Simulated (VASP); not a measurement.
**NaF: single point with HSE06**

Crystal: NaF.

```xyz
2
Lattice="0.0000 2.1635 2.2972 2.1635 0.0000 2.2972 2.1635 2.1635 0.0000" Properties=species:S:1:pos:R:3 pbc="T T T"
Na    0.0000    0.0000    0.0000
F     2.1635    2.1635    2.2972
```

This cell differs from its parent crystal: biaxial xy strain -5.8%.

* Program: VASP 6.6.1
* Task: single point
* Functional: HSE06
* Potentials or basis: VASP PAW PBE potentials, release 64 (Na_pv, F)
* Cutoff: 520 eV
* k mesh: 6 × 6 × 6
* Occupations: gaussian, width 0.01 eV
* Spin: no spin polarisation
* Dipole correction: no
* Grid for exact exchange (PRECFOCK): Normal
* Further INCAR settings: ALGO = Normal; EDIFF = 1e-06; NBANDS = 14
* Share of exact exchange: 0.25
* Screening parameter: 0.2079 1/Å

```yaml
Pressure: 11.4 GPa
Band_gap_on_the_k_mesh: 9.37 eV
```

Stress tensor (GPa, compression positive):
```
14.61  0.00  0.00
 0.00 14.61  0.00
 0.00  0.00  5.05
```

Levels at points of the mesh, in eV from the valence-band top:
```
           k point  band 4  band 5  band 6  band 7  band 8  band 9  band 10  band 11
(0.00, 0.00, 0.00)  -19.91   -0.01    0.00    0.00    9.37   22.24    22.69    22.69
(0.50, 0.00, 0.00)  -19.13   -1.99   -0.40   -0.34   14.00   16.22    23.73    24.93
(0.50, 0.50, 0.00)  -19.98   -1.66   -0.43   -0.43   16.31   16.50    17.53    24.98
(0.50, 0.00, 0.50)  -20.00   -1.53   -0.60   -0.50   15.86   17.18    17.63    23.89
```

Run time: 21 min on 1 thread of Intel(R) Xeon(R) Platinum 8259CL CPU @ 2.50GHz (Skylake/Cascade Lake), with other jobs on the host, peak memory 0.24 GiB.

Caveat: the cell differs from its parent crystal (biaxial xy strain -5.8%); the cell stands under pressure; the PAW data sets were made with another functional, which shifts forces and pressure a little.
